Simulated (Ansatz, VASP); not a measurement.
InAs in VASP and in Ansatz

```
In As
1.0
     0.00000    3.05459    3.05459
     3.05459    0.00000    3.05459
     3.05459    3.05459    0.00000
In As
1 1
Cartesian
  0.0000 0.0000 0.0000
  1.5273 1.5273 1.5273
```

Alike in both runs: task single point; functional LDA; k mesh 8 × 8 × 8; occupations fermi-dirac, width 0.02 eV; no spin polarisation.

|  | VASP | Ansatz |
| --- | --- | --- |
| version | VASP 6.6.1 | Ansatz 0.2.0 |
| potentials or method | VASP PAW LDA potentials, release 64 (In_d, As) | plane waves, PAW |
| plane-wave cutoff (eV) | 520 | 420 |
| valence electrons in the cell | 18 | 28 |

```csv
,VASP,Ansatz,Ansatz less VASP
pressure (GPa),-2.1,-2.2,-0.12
```

LDA's correlation is that of Perdew and Zunger in VASP and of Perdew and Wang (1992) in Ansatz. VASP's potentials hold 18 valence electrons a cell and Ansatz's 28, so a difference there can come from the potentials and not from the codes.
